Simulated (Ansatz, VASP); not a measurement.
**CaO: VASP beside Ansatz**

```
CELL_PARAMETERS angstrom
0.00000 2.62183 2.62183
2.62183 0.00000 2.62183
2.62183 2.62183 0.00000
ATOMIC_POSITIONS crystal
Ca 0.00000 0.00000 0.00000
O 0.25000 0.25000 0.25000
```

Alike in both runs: task single point; functional LDA; k mesh 11 × 11 × 11; occupations fermi-dirac, width 0.05 eV; no spin polarisation.

|  | VASP | Ansatz |
| --- | --- | --- |
| version | VASP 6.6.1 | Ansatz 0.2.0 |
| potentials or method | VASP PAW LDA potentials, release 64 (Ca_sv, O), cutoff 520 eV | all-electron LAPW, scalar-relativistic |

Ansatz gave:

```
gap on the k mesh at the Fermi level (eV) : 3.10
pressure (GPa)                            : -5.7
```

Question: What did VASP give for the same quantities?

Answer: gap on the k mesh at the Fermi level (eV): 3.10; pressure (GPa): -5.2.

LDA's correlation is that of Perdew and Zunger in VASP and of Perdew and Wang (1992) in Ansatz. Ansatz ran all-electron here, and VASP with PAW potentials.
